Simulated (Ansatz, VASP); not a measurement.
**Two plane-wave programs on C**

INCAR

```
SYSTEM = C
  PREC = Accurate
  ENCUT = 520
  EDIFF = 1E-6
  ISMEAR = 0
  SIGMA = 0.05
  LREAL = .False.
  LASPH = .True.
  NELM = 100
  ALGO = Normal
  ISIF = 2
  LWAVE = .False.
  LCHARG = .False.
  GGA = PE
  IVDW = 12
  NBANDS = 11
```

Contents of KPOINTS:

```
regular mesh
0
Gamma
  15 15 15
  0 0 0
```

The input POSCAR:

```
C
1.0
    1.2222513345      0.7056671370      3.3330408480
   -1.2222513345      0.7056671370      3.3330408480
    0.0000000000     -1.4113342740      3.3330408480
C
2
Direct
    0.1628268272      0.1628268272      0.1628268272
    0.8371731728      0.8371731728      0.8371731728
```

Input for Ansatz:

```yaml
crystal:
  lattice:
    - [1.2222513345, 0.705667137, 3.333040848]
    - [-1.2222513345, 0.705667137, 3.333040848]
    - [0.0, -1.411334274, 3.333040848]
  atoms:
    - { symbol: C, position: [0.1628268272, 0.1628268272, 0.1628268272] }
    - { symbol: C, position: [0.8371731728, 0.8371731728, 0.8371731728] }
basis:
  ecutwfc: 520.0
kpoints:
  mp_grid: { grid: [15, 15, 15] }
hamiltonian:
  xc: pbe
  pseudopotentials: { kind: paw, azcp: { folder: soft_1 } }
  dispersion: d3bj
scf:
  occupations: { method: gaussian, width: 0.05 }
output:
  forces: true
  stress: true
  eigenvalues: true
```

Change from the starting cell: mode 4 frozen in at -0.038 Å, equal normal strain along x, y and z -0.0083.

Alike in both runs: task single point; functional PBE; dispersion D3(BJ); k mesh 15 × 15 × 15; occupations gaussian, width 0.05 eV; no spin polarisation.

```csv
,VASP,Ansatz
version,VASP 6.6.1,Ansatz 0.2.0
potentials or method,"VASP PAW PBE potentials, release 64 (C), cutoff 520 eV","scalar-relativistic, plane waves, PAW"
valence electrons in the cell,8,8
```

```csv
,VASP,Ansatz,Ansatz less VASP
gap on the k mesh at the Fermi level (eV),0.81,0.81,0.000
least direct gap on the mesh (eV),0.81,0.81,0.000
pressure (GPa),7.8,7.3,-0.46
"traceless stress, the component that is largest in VASP (GPa)",-8.70,-8.16,+0.549
rms of the force components (eV/Å),0.716,0.719,+0.0028
```

Atom by atom the forces differ by 0.003 eV/Å (rms over components).
